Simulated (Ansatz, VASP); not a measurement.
## AlNi in VASP and in Ansatz

File POSCAR:

```
AlNi
1.0
    1.9200181183     -1.9425589801     -0.0037790393
    1.9512319427      1.9735411424      0.0255001712
    0.0173630105      0.0232309344      3.1752880394
Al Ni
1 1
Direct
   -0.0042343019      0.0203536993     -0.0081235684
    0.5000516049      0.4946897599      0.4962920952
```

File INCAR.step1:

```
SYSTEM = AlNi
PREC     = Accurate       ! precision mode
ENCUT    = 520            ! plane-wave cutoff, eV
ISMEAR   = 0              ! smearing method
SIGMA    = 0.1            ! smearing width, eV
LREAL    = .FALSE.        ! projectors in reciprocal space
LASPH    = .TRUE.         ! aspherical terms in the spheres
NELM     = 60             ! most SCF steps
NBANDS   = 14             ! bands
GGA      = PE             ! functional
ALGO     = Normal         ! electronic algorithm
EDIFF    = 1E-4           ! SCF threshold, eV
LWAVE    = .TRUE.         ! write WAVECAR
LCHARG   = .FALSE.        ! write CHGCAR
```

File INCAR.step2:

```
SYSTEM = AlNi
PREC     = Accurate       ! precision mode
ENCUT    = 520            ! plane-wave cutoff, eV
EDIFF    = 1E-6           ! SCF threshold, eV
ISMEAR   = 0              ! smearing method
SIGMA    = 0.1            ! smearing width, eV
LREAL    = .FALSE.        ! projectors in reciprocal space
LASPH    = .TRUE.         ! aspherical terms in the spheres
NELM     = 60             ! most SCF steps
ALGO     = Normal         ! electronic algorithm
ISIF     = 2              ! what is computed and relaxed
LWAVE    = .FALSE.        ! write WAVECAR
LCHARG   = .FALSE.        ! write CHGCAR
METAGGA  = R2SCAN         ! meta-GGA
LMIXTAU  = .TRUE.       
NBANDS   = 14             ! bands
ISTART   = 1
```

The input KPOINTS:

```
Automatic mesh
0
G
  8 8 6
  0 0 0
```

Input for Ansatz:

```yaml
crystal:
  lattice:
    - [1.9200181183, -1.9425589801, -0.0037790393]
    - [1.9512319427, 1.9735411424, 0.0255001712]
    - [0.0173630105, 0.0232309344, 3.1752880394]
  atoms:
    - { symbol: Al, position: [-0.0042343019, 0.0203536993, -0.0081235684] }
    - { symbol: Ni, position: [0.5000516049, 0.4946897599, 0.4962920952] }
basis:
  ecutwfc: 500
kpoints:
  mp_grid: { grid: [8, 8, 6] }
hamiltonian:
  xc: r2scan
scf:
  occupations: { method: gaussian, width: 0.1 }
output:
  forces: true
  stress: true
  eigenvalues: true
```

Change from the starting cell: kmesh displaced: [8, 8, 6] Gamma-centred.

Alike in both runs: task single point; functional r2SCAN; k mesh 8 × 8 × 6; occupations gaussian, width 0.1 eV; no spin polarisation.

|  | VASP | Ansatz |
| --- | --- | --- |
| version | VASP 6.6.1 | Ansatz 0.2.0 |
| potentials or method | VASP PAW PBE potentials, release 64 (Al, Ni), cutoff 520 eV | scalar-relativistic, plane waves, PAW |
| valence electrons in the cell | 13 | 21 |

```csv
,VASP,Ansatz,Ansatz less VASP
gap on the k mesh at the Fermi level (eV),none,none,-
pressure (GPa),-3.2,-3.1,+0.14
"traceless stress, the component that is largest in VASP (GPa)",-3.87,-3.72,+0.149
rms of the force components (eV/Å),0.235,0.233,-0.0018
```

VASP's potentials were made for PBE, not for r2SCAN. Atom by atom the forces differ by 0.002 eV/Å (rms over components). A gap of «none» marks a metal or a gap that the smearing closes. The functional is the same, so the differences come from potentials, cutoffs and numerics. VASP's potentials hold 13 valence electrons a cell and Ansatz's 21, so a difference there can come from the potentials and not from the codes.
